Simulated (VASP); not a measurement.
# Sn3Se in VASP: further runs

The runs below take Sn3Se through single point, with PBEsol.

Program: VASP 6.6.1. These are calculated values, not measurements. Logs are shortened: lines on timing, memory, paths and dates and some standing lists are left out, and cuts for length are marked.

## Step 1: The cell of the first run

The structure is cubic, space group Fm-3m (No. 225). Conventional cell: a = 7.466 Å, b = 7.466 Å, c = 7.466 Å, α = 90.00°, β = 90.00°, γ = 90.00°. Sn (site symmetry m-3m) has 8 Sn at 3.23 Å and 6 Se at 3.73 Å within 4.3 Å. Sn (site symmetry -43m) has 10 Sn at 3.23 to 3.73 Å and 4 Se at 3.23 Å within 4.3 Å. Se (site symmetry m-3m) has 14 Sn at 3.23 to 3.73 Å within 4.3 Å.

## Step 2: Single point, PBEsol

INCAR reads:

```
PREC = Accurate
ENCUT = 520
EDIFF = 1E-6
ISMEAR = -1
SIGMA = 0.05
LREAL = F
LASPH = T
NELM = 60
ALGO = Normal
ISIF = 2
LWAVE = F
LCHARG = F
GGA = PS
NBANDS = 32
```

KPOINTS reads:

```
regular mesh
0
Gamma
  5 5 5
```

POSCAR reads:

```
Sn3Se
1.0
    0.0000000000      3.7331380000      3.7331380000
    3.7331380000      0.0000000000      3.7331380000
    3.7331380000      3.7331380000      0.0000000000
Sn Se
3 1
Direct
    0.5000000000      0.5000000000      0.5000000000
    0.7500000000      0.7500000000      0.7500000000
    0.2500000000      0.2500000000      0.2500000000
    0.0000000000      0.0000000000      0.0000000000
```

Potentials or basis: VASP PAW PBE potentials, release 64 (Sn_d, Se).

Run with:

```console
cat potpaw_PBE.64/Sn_d/POTCAR potpaw_PBE.64/Se/POTCAR > POTCAR
mpirun -np 1 vasp_std > vasp.out
```

OUTCAR:

```text
PREC = Accurate
   ENCUT = 520
   EDIFF = 1E-6
   ISMEAR = -1
   LREAL = F
   LASPH = T
   NELM = 60
   ISIF = 2
   GGA = PS

 ion  position               nearest neighbor table
   1  0.500  0.500  0.500-   3 3.23   3 3.23   3 3.23   2 3.23   2 3.23   2 3.23   3 3.23   2 3.23

   2  0.750  0.750  0.750-   1 3.23   1 3.23   1 3.23   4 3.23   4 3.23   4 3.23   4 3.23   1 3.23
                             3 3.73   3 3.73   3 3.73   3 3.73   3 3.73   3 3.73
   3  0.250  0.250  0.250-   4 3.23   4 3.23   4 3.23   1 3.23   1 3.23   1 3.23   4 3.23   1 3.23
                             2 3.73   2 3.73   2 3.73   2 3.73   2 3.73   2 3.73
   4  0.000  0.000  0.000-   2 3.23   2 3.23   2 3.23   3 3.23   3 3.23   3 3.23   3 3.23   2 3.23

  LATTYP: Found a face centered cubic cell.
 ALAT       =     7.4662760000

  Lattice vectors:

 A1 = (   0.0000000000,   3.7331380000,   3.7331380000)
 A2 = (   3.7331380000,   0.0000000000,   3.7331380000)
 A3 = (   3.7331380000,   3.7331380000,   0.0000000000)

Analysis of symmetry for initial positions (statically):
=====================================================================
 Subroutine PRICEL returns:
 Original cell was already a primitive cell.

 Routine SETGRP: Setting up the symmetry group for a
 face centered cubic supercell.

 Subroutine GETGRP returns: Found 48 space group operations
 (whereof 48 operations were pure point group operations)
 out of a pool of 48 trial point group operations.

The static configuration has the point symmetry O_h .

Analysis of symmetry for dynamics (positions and initial velocities):
=====================================================================
 Subroutine PRICEL returns:
 Original cell was already a primitive cell.

 Routine SETGRP: Setting up the symmetry group for a
 face centered cubic supercell.

 Subroutine GETGRP returns: Found 48 space group operations
 (whereof 48 operations were pure point group operations)
 out of a pool of 48 trial point group operations.

The dynamic configuration has the point symmetry O_h .

 Subroutine INISYM returns: Found 48 space group operations
 (whereof 48 operations are pure point group operations),
 and found     1 'primitive' translations

----------------------------------------------------------------------------------------

                                     Primitive cell

  volume of cell :     104.0524

[... 75 lines left out ...]
   ENCUT  =  520.0 eV  38.22 Ry    6.18 a.u.   9.82  9.82  9.82*2*pi/ulx,y,z
   NELM   =     60;   NELMIN=  2; NELMDL= -5     # of ELM steps
   EDIFF  = 0.1E-05   stopping-criterion for ELM
   LREAL  =      F    real-space projection
   EDIFFG = 0.1E-04   stopping-criterion for IOM
   NSW    =      0    number of steps for IOM
   IBRION =     -1    ionic relax: 0-MD 1-quasi-New 2-CG
   NFREE  =      0    steps in history (QN), initial steepest desc. (CG)
   ISIF   =      2    stress and relaxation
   ISYM   =      2    0-nonsym 1-usesym 2-fastsym
   POTIM  = 0.5000    time-step for ionic-motion
   TEBEG  =    0.0;   TEEND  =   0.0 temperature during run
   PSTRESS=    0.0 pullay stress
   NELECT =      48.0000    total number of electrons
   NUPDOWN=      -1.0000    fix difference up-down
   EMIN   =  10.00;   EMAX   =-10.00  energy-range for DOS
   EFERMI =   0.00;   METHOD = LEGACY
   ISMEAR =    -1;   SIGMA  =   0.05  broadening in eV -4-tet -1-fermi 0-gaus
   EFERMI_NEDOS =   21; number of points for ismear=-14 and -15
   IALGO  =     38    algorithm
   IMIX   =      4    mixing-type and parameters
     AMIX     =   0.40;   BMIX     =  1.00
     AMIX_MAG =   1.60;   BMIX_MAG =  1.00
  volume/ion in A,a.u.               =      26.01       175.55
  Fermi-wavevector in a.u.,A,eV,Ry     =   1.264944  2.390397 21.770445  1.600083
  Thomas-Fermi vector in A             =   2.398223
   LORBIT       =      0    0 simple, 1 ext, 2 COOP (PROOUT), +10 PAW based schemes
   GGA     = PS    functional components
   LHFCALC =     F    Hartree Fock is set to
   AEXX    =    0.0000 exact exchange contribution
   IVDW    =     0    specifies the selected vdW correction
   LEPSILON=     F    determine dielectric tensor
   LRPA    =     F    only Hartree local field effects (RPA)
 non-spin polarized calculation
  energy-cutoff  :      520.00
  volume of cell :      104.05
 maximum number of plane-waves:      2818
   NGX = 19   NGY = 19   NGZ = 19

 number of electron      48.0000025 magnetization

 Free energy of the ion-electron system (eV)
  ---------------------------------------------------
  ext. energy  EPLUGINS =         0.00000000
  ---------------------------------------------------
  free energy    TOTEN  =       -16.61517336 eV

  energy without entropy =      -16.58916030  energy(sigma->0) =      -16.60216683

 E-fermi :   7.0126     XC(G=0): -10.4356

 val. band max:        6.9787586416   @ k =   0.2000   0.0000   0.0000
 cond. band min:       7.0920584073   @ k =  -0.4000   0.4000   0.0000
 fundamental gap:      0.1132997658
 Fermi energy:         7.0125931087

 k-point     1 :       0.0000    0.0000    0.0000
  band No.  band energies     occupation
      1     -14.3687      2.00000
      2     -14.3687      2.00000
      3     -14.3325      2.00000
      4     -14.3325      2.00000
      5     -14.3325      2.00000
      6     -14.3306      2.00000
[... 339 lines left out ...]
     31      12.4935      0.00000
     32      14.6171      0.00000

------------------------ aborting loop because EDIFF is reached ----------------------------------------

  FORCE on cell =-STRESS in cart. coord.  units (eV):
  Direction    XX          YY          ZZ          XY          YZ          ZX
  --------------------------------------------------------------------------------------
  -------------------------------------------------------------------------------------
  Total       -1.9851992     -1.9851992     -1.9851992      0.0000000     -0.0000000      0.0000000
  in kB      -30.5676846    -30.5676846    -30.5676846      0.0000000     -0.0000000      0.0000000
  external PRESSURE =     -30.5676846 kB  Pullay stress =       0.0000000 kB

 VOLUME and BASIS-vectors are now :
 -----------------------------------------------------------------------------
  energy-cutoff  :      520.00
  volume of cell :      104.05
      direct lattice vectors                 reciprocal lattice vectors
     0.000000000  3.733138000  3.733138000    -0.133935579  0.133935579  0.133935579
     3.733138000  0.000000000  3.733138000     0.133935579 -0.133935579  0.133935579
     3.733138000  3.733138000  0.000000000     0.133935579  0.133935579 -0.133935579

 POSITION                                       TOTAL-FORCE (eV/Angst)
 -----------------------------------------------------------------------------------
      3.73314      3.73314      3.73314         0.000000      0.000000     -0.000000
      5.59971      5.59971      5.59971        -0.000000      0.000000      0.000000
      1.86657      1.86657      1.86657        -0.000000     -0.000000     -0.000000
      0.00000      0.00000      0.00000         0.000000      0.000000     -0.000000
 -----------------------------------------------------------------------------------
    total drift:                               -0.000000     -0.000000      0.000000

  FREE ENERGIE OF THE ION-ELECTRON SYSTEM (eV)
  ---------------------------------------------------
  free  energy   TOTEN  =       -16.6151733622 eV

  energy  without entropy=      -16.5891603005  energy(sigma->0) =      -16.60216683
```

Run time: 18 s. Hardware: 1 thread of AMD EPYC 9R45 (Zen 5), shared host; peak memory 0.21 GiB.

What came out:

| Property | Result |
| --- | --- |
| Free energy | -16.6152 eV |
| Pressure | -3.1 GPa |

Caveat: this odd mesh misses L, where the gap lies, so gap, dielectric constants and Born charges aren't listed; the PAW data sets were made with another functional, which shifts forces and pressure a little; spin-orbit coupling is left out, which moves the levels of the heavy elements.

## Step 3: Single point, PBEsol

This run uses another cell than the first one, of 23.97 Å³/atom, 0.922 times its volume.

INCAR reads:

```
PREC = Accurate ; ENCUT = 520
EDIFF = 1E-7 ; ISMEAR = -1
SIGMA = 0.05 ; LREAL = F
LASPH = T ; NELM = 60
ALGO = Normal ; ISIF = 2
LWAVE = F ; LCHARG = T
GGA = PS ; LELF = T
LVHAR = T ; NBANDS = 32
```

KPOINTS is that of step 2.

POSCAR reads:

```
Sn3Se
1.0
    0.0000000000      3.5838124800      3.7331380000
    3.5838124800      0.0000000000      3.7331380000
    3.5838124800      3.5838124800      0.0000000000
Sn Se
3 1
Direct
    0.5000000000      0.5000000000      0.5000000000
    0.7500000000      0.7500000000      0.7500000000
    0.2500000000      0.2500000000      0.2500000000
    0.0000000000      0.0000000000      0.0000000000
```

Potentials or basis: VASP PAW PBE potentials, release 64 (Sn_d, Se).

Run with:

```console
cat potpaw_PBE.64/Sn_d/POTCAR potpaw_PBE.64/Se/POTCAR > POTCAR
mpirun -np 1 vasp_std > vasp.out
```

OUTCAR:

```text
PREC = Accurate
   ENCUT = 520
   EDIFF = 1E-7
   ISMEAR = -1
   LREAL = F
   LASPH = T
   NELM = 60
   ISIF = 2
   GGA = PS

 ion  position               nearest neighbor table
   1  0.500  0.500  0.500-   3 3.15   3 3.15   3 3.15   2 3.15   2 3.15   2 3.15   3 3.15   2 3.15

   2  0.750  0.750  0.750-   1 3.15   1 3.15   1 3.15   4 3.15   4 3.15   4 3.15   4 3.15   1 3.15
                             3 3.58   3 3.58   3 3.58   3 3.58   3 3.73   3 3.73
   3  0.250  0.250  0.250-   4 3.15   4 3.15   4 3.15   1 3.15   1 3.15   1 3.15   4 3.15   1 3.15
                             2 3.58   2 3.58   2 3.58   2 3.58   2 3.73   2 3.73
   4  0.000  0.000  0.000-   2 3.15   2 3.15   2 3.15   3 3.15   3 3.15   3 3.15   3 3.15   2 3.15

  LATTYP: Found a body centered tetragonal cell.
 ALAT       =     5.0682762142
 C/A-ratio  =     1.4731391275

  Lattice vectors:

 A1 = (  -3.5838124800,   0.0000000000,   3.7331380000)
 A2 = (   3.5838124800,   0.0000000000,   3.7331380000)
 A3 = (   0.0000000000,   3.5838124800,  -3.7331380000)

Analysis of symmetry for initial positions (statically):
=====================================================================
 Subroutine PRICEL returns:
 Original cell was already a primitive cell.

 Routine SETGRP: Setting up the symmetry group for a
 body centered tetragonal supercell.

 Subroutine GETGRP returns: Found 16 space group operations
 (whereof 16 operations were pure point group operations)
 out of a pool of 16 trial point group operations.

The static configuration has the point symmetry D_4h.

Analysis of symmetry for dynamics (positions and initial velocities):
=====================================================================
 Subroutine PRICEL returns:
 Original cell was already a primitive cell.

 Routine SETGRP: Setting up the symmetry group for a
 body centered tetragonal supercell.

 Subroutine GETGRP returns: Found 16 space group operations
 (whereof 16 operations were pure point group operations)
 out of a pool of 16 trial point group operations.

The dynamic configuration has the point symmetry D_4h.

 Subroutine INISYM returns: Found 16 space group operations
 (whereof 16 operations are pure point group operations),
 and found     1 'primitive' translations

----------------------------------------------------------------------------------------

                                     Primitive cell

  volume of cell :      95.8947

  direct lattice vectors                    reciprocal lattice vectors
     0.000000000  3.583812480  3.733138000    -0.139516228  0.139516228  0.133935579
     3.583812480  0.000000000  3.733138000     0.139516228 -0.139516228  0.133935579
     3.583812480  3.583812480  0.000000000     0.139516228  0.139516228 -0.133935579

  length of vectors
     5.174942630  5.174942630  5.068276214     0.238470743  0.238470743  0.238470743

  position of ions in fractional coordinates (direct lattice)
     0.500000000  0.500000000  0.500000000
     0.750000000  0.750000000  0.750000000
     0.250000000  0.250000000  0.250000000
     0.000000000  0.000000000  0.000000000

  ion indices of the primitive-cell ions
   primitive index   ion index
                 1           1
                 2           2
                 3           3
[... 24 lines left out ...]
 ===========================================

 Found     18 irreducible k-points:

 Following reciprocal coordinates:
            Coordinates               Weight
  0.000000  0.000000  0.000000      1.000000
  0.200000 -0.000000  0.000000      8.000000
  0.400000 -0.000000  0.000000      8.000000
  0.200000  0.200000  0.000000      2.000000
  0.400000  0.200000  0.000000      8.000000
 -0.400000  0.200000  0.000000      8.000000
[... 10 lines left out ...]
 -0.400000  0.000000  0.400000      8.000000
 -0.400000  0.200000  0.400000      8.000000
   k-points           NKPTS =     18   k-points in BZ     NKDIM =     18   number of bands    NBANDS=     32
   number of dos      NEDOS =    301   number of ions     NIONS =      4
   total plane-waves  NPLWV =  64000
   dimension x,y,z NGX =    40 NGY =   40 NGZ =   40
   dimension x,y,z NGXF=    80 NGYF=   80 NGZF=   80
   ions per type =               3   1
   NGX,Y,Z   is equivalent  to a cutoff of  12.85, 12.85, 13.12 a.u.
   NGXF,Y,Z  is equivalent  to a cutoff of  25.70, 25.70, 26.24 a.u.
 SYSTEM =  unknown system
   PREC   = accura    normal or accurate (medium, high low for compatibility)
   ISTART =      0    job   : 0-new  1-cont  2-samecut
   ICHARG =      2    charge: 1-file 2-atom 10-const
   ISPIN  =      1    spin polarized calculation?
   LNONCOLLINEAR =      F non collinear calculations
   LSORBIT =      F    spin-orbit coupling
   LASPH  =      T    aspherical Exc in radial PAW
   ENCUT  =  520.0 eV  38.22 Ry    6.18 a.u.   9.62  9.62  9.42*2*pi/ulx,y,z
   NELM   =     60;   NELMIN=  2; NELMDL= -5     # of ELM steps
   EDIFF  = 0.1E-06   stopping-criterion for ELM
   LREAL  =      F    real-space projection
   EDIFFG = 0.1E-05   stopping-criterion for IOM
   NSW    =      0    number of steps for IOM
   IBRION =     -1    ionic relax: 0-MD 1-quasi-New 2-CG
   NFREE  =      0    steps in history (QN), initial steepest desc. (CG)
   ISIF   =      2    stress and relaxation
   ISYM   =      2    0-nonsym 1-usesym 2-fastsym
   POTIM  = 0.5000    time-step for ionic-motion
   TEBEG  =    0.0;   TEEND  =   0.0 temperature during run
   PSTRESS=    0.0 pullay stress
   NELECT =      48.0000    total number of electrons
   NUPDOWN=      -1.0000    fix difference up-down
   EMIN   =  10.00;   EMAX   =-10.00  energy-range for DOS
   EFERMI =   0.00;   METHOD = LEGACY
   ISMEAR =    -1;   SIGMA  =   0.05  broadening in eV -4-tet -1-fermi 0-gaus
   EFERMI_NEDOS =   21; number of points for ismear=-14 and -15
   IALGO  =     38    algorithm
   IMIX   =      4    mixing-type and parameters
     AMIX     =   0.40;   BMIX     =  1.00
     AMIX_MAG =   1.60;   BMIX_MAG =  1.00
  volume/ion in A,a.u.               =      23.97       161.78
  Fermi-wavevector in a.u.,A,eV,Ry     =   1.299841  2.456344 22.988237  1.689588
  Thomas-Fermi vector in A             =   2.431079
   LORBIT       =      0    0 simple, 1 ext, 2 COOP (PROOUT), +10 PAW based schemes
   GGA     = PS    functional components
   LHFCALC =     F    Hartree Fock is set to
   AEXX    =    0.0000 exact exchange contribution
   IVDW    =     0    specifies the selected vdW correction
   LEPSILON=     F    determine dielectric tensor
   LRPA    =     F    only Hartree local field effects (RPA)
 non-spin polarized calculation
  energy-cutoff  :      520.00
  volume of cell :       95.89
 maximum number of plane-waves:      2600
   NGX = 19   NGY = 19   NGZ = 19

 number of electron      47.9999989 magnetization

 Free energy of the ion-electron system (eV)
  ---------------------------------------------------
  ext. energy  EPLUGINS =         0.00000000
  ---------------------------------------------------
  free energy    TOTEN  =       -16.66115080 eV

  energy without entropy =      -16.63861179  energy(sigma->0) =      -16.64988129

 E-fermi :   8.0292     XC(G=0): -10.8203

 val. band max:        7.9424681166   @ k =   0.2000  -0.0000   0.0000
 cond. band min:       8.0336643563   @ k =  -0.4000   0.0000   0.2000
 fundamental gap:      0.0911962397
 Fermi energy:         8.0291625977

 k-point     1 :       0.0000    0.0000    0.0000
  band No.  band energies     occupation
      1     -13.4201      2.00000
      2     -13.4060      2.00000
      3     -13.3722      2.00000
      4     -13.3722      2.00000
      5     -13.3639      2.00000
      6     -13.3635      2.00000
[... 619 lines left out ...]
     31      14.0735      0.00000
     32      15.4845      0.00000

------------------------ aborting loop because EDIFF is reached ----------------------------------------

  FORCE on cell =-STRESS in cart. coord.  units (eV):
  Direction    XX          YY          ZZ          XY          YZ          ZX
  --------------------------------------------------------------------------------------
  -------------------------------------------------------------------------------------
  Total        0.9526180      0.9526180      0.7951043      0.0000000     -0.0000000      0.0000000
  in kB       15.9160315     15.9160315     13.2843429      0.0000000     -0.0000000      0.0000000
  external PRESSURE =      15.0388020 kB  Pullay stress =       0.0000000 kB

 VOLUME and BASIS-vectors are now :
 -----------------------------------------------------------------------------
  energy-cutoff  :      520.00
  volume of cell :       95.89
      direct lattice vectors                 reciprocal lattice vectors
     0.000000000  3.583812480  3.733138000    -0.139516228  0.139516228  0.133935579
     3.583812480  0.000000000  3.733138000     0.139516228 -0.139516228  0.133935579
     3.583812480  3.583812480  0.000000000     0.139516228  0.139516228 -0.133935579

 POSITION                                       TOTAL-FORCE (eV/Angst)
 -----------------------------------------------------------------------------------
      3.58381      3.58381      3.73314         0.000000      0.000000      0.000000
      5.37572      5.37572      5.59971         0.000000      0.000000      0.000000
      1.79191      1.79191      1.86657        -0.000000     -0.000000     -0.000000
      0.00000      0.00000      0.00000         0.000000     -0.000000     -0.000000
 -----------------------------------------------------------------------------------
    total drift:                               -0.000000     -0.000000      0.000000

  FREE ENERGIE OF THE ION-ELECTRON SYSTEM (eV)
  ---------------------------------------------------
  free  energy   TOTEN  =       -16.6611508013 eV

  energy  without entropy=      -16.6386117864  energy(sigma->0) =      -16.64988129
```

It took 37 s on 1 thread of AMD EPYC 9R45 (Zen 5), shared host; peak memory 0.22 GiB.

What came out:

```yaml
Free_energy: -16.6612 eV
Pressure: 1.5 GPa
Band_gap_on_the_k_mesh: zero (band 24 reaches 8.67 eV, above the bottom of band 25 at 6.70 eV)
```

Caveat: the PAW data sets were made with another functional, which shifts forces and pressure a little; spin-orbit coupling is left out, which moves the levels of the heavy elements.

(Part 1 of 2 ends here.)
